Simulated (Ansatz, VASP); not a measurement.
LiMgBN2: VASP beside Ansatz

INCAR

```
SYSTEM = LiMgBN2
PREC = Accurate ; ENCUT = 750
EDIFF = 1E-6 ; ISMEAR = 0
SIGMA = 0.05 ; LREAL = .FALSE.
LASPH = .TRUE. ; NELM = 120
ALGO = Normal ; ISIF = 2
LWAVE = .FALSE. ; LCHARG = .FALSE.
GGA = PS ; NBANDS = 17
GGA_COMPAT = .FALSE.
```

KPOINTS

```
regular mesh
0
G
  8 8 8
  0 0 0
```

File POSCAR:

```
LiMgBN2
1.0
   -2.0215500000      2.0215500000      4.4238420579
    2.0215500000     -2.0215500000      4.4238420579
    2.0215500000      2.0215500000     -4.4238420579
Li Mg B N
1 1 1 2
Direct
    0.2500000000      0.7500000000      0.5000000000
    0.7500000000      0.2500000000      0.5000000000
    0.5000000000      0.5000000000      0.0000000000
    0.6517393865      0.6517393865      0.0000000000
    0.3482606135      0.3482606135      0.0000000000
```

Input for Ansatz:

```yaml
crystal:
  lattice:
    - [-2.02155, 2.02155, 4.4238420579]
    - [2.02155, -2.02155, 4.4238420579]
    - [2.02155, 2.02155, -4.4238420579]
  atoms:
    - { symbol: Li, position: [0.25, 0.75, 0.5] }
    - { symbol: Mg, position: [0.75, 0.25, 0.5] }
    - { symbol: B, position: [0.5, 0.5, 0.0] }
    - { symbol: "N", position: [0.6517393865, 0.6517393865, 0.0] }
    - { symbol: "N", position: [0.3482606135, 0.3482606135, 0.0] }
basis:
  ecutwfc: 520.0
kpoints:
  mp_grid: { grid: [8, 8, 8] }
hamiltonian:
  xc: pbesol
  pseudopotentials: { kind: paw }
scf:
  occupations: { method: gaussian, width: 0.05 }
output:
  forces: true
  stress: true
  eigenvalues: true
```

Alike in both runs: task single point; functional PBEsol; k mesh 8 × 8 × 8; occupations gaussian, width 0.05 eV; no spin polarisation.

|  | VASP | Ansatz |
| --- | --- | --- |
| version | VASP 6.6.1 | Ansatz 0.2.0 |
| potentials or method | VASP PAW PBE potentials, release 64 (Li_sv, Mg, B, N), cutoff 750 eV | scalar-relativistic, plane waves, PAW |
| valence electrons in the cell | 18 | 26 |

```tsv
	VASP	Ansatz	Ansatz less VASP
gap on the k mesh at the Fermi level (eV)	2.12	2.12	+0.001
least direct gap on the mesh (eV)	3.14	3.14	+0.006
pressure (GPa)	-6.9	-6.8	+0.15
traceless stress, the component that is largest in VASP (GPa)	5.06	4.87	-0.194
rms of the force components (eV/Å)	0.315	0.302	-0.0126
```

VASP's potentials were made for PBE, not for PBEsol. Atom by atom the forces differ by 0.013 eV/Å (rms over components). VASP's potentials hold 18 valence electrons a cell and Ansatz's 26, so a difference there can come from the potentials and not from the codes.
